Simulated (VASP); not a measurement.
The system is C.

```xyz
2
Lattice="0.0000 2.1270 3.3480 1.2280 0.0000 3.3480 1.2280 2.1270 0.0000" Properties=species:S:1:pos:R:3 pbc="T T T"
C     1.2280    0.7090    3.3480
C     1.2280    3.5450    3.3480
```

Base run:

| Property | Result |
| --- | --- |
| Program | VASP 6.6.1 |
| Functional | LDA |
| Potentials or basis | VASP PAW LDA potentials, release 64 (C) |
| Cutoff | 520 eV |
| k mesh | 8 × 8 × 8 |
| Occupations | methfessel-paxton, width 0.15 eV |
| Spin | no spin polarisation |

Its results: band gap on the k mesh 0.99 eV, indirect (least direct gap 1.33 eV); pressure -3.0 GPa; largest force 0.052 eV/Å.

After a change of settings the same cell gave: band gap on the k mesh 1.73 eV, indirect (least direct gap 1.82 eV); pressure -3.1 GPa; largest force 0.007 eV/Å. Which change was it?
A. k mesh from 8 × 8 × 8 to 6 × 6 × 6; further incar settings from ALGO = Normal; EDIFF = 1e-07; NBANDS = 11 to ALGO = Normal; EDIFF = 1e-06; NBANDS = 11
B. k mesh from 8 × 8 × 8 to 7 × 7 × 7
C. k mesh from 8 × 8 × 8 to 4 × 4 × 4

B.

Caveats: some runs use coarse meshes.
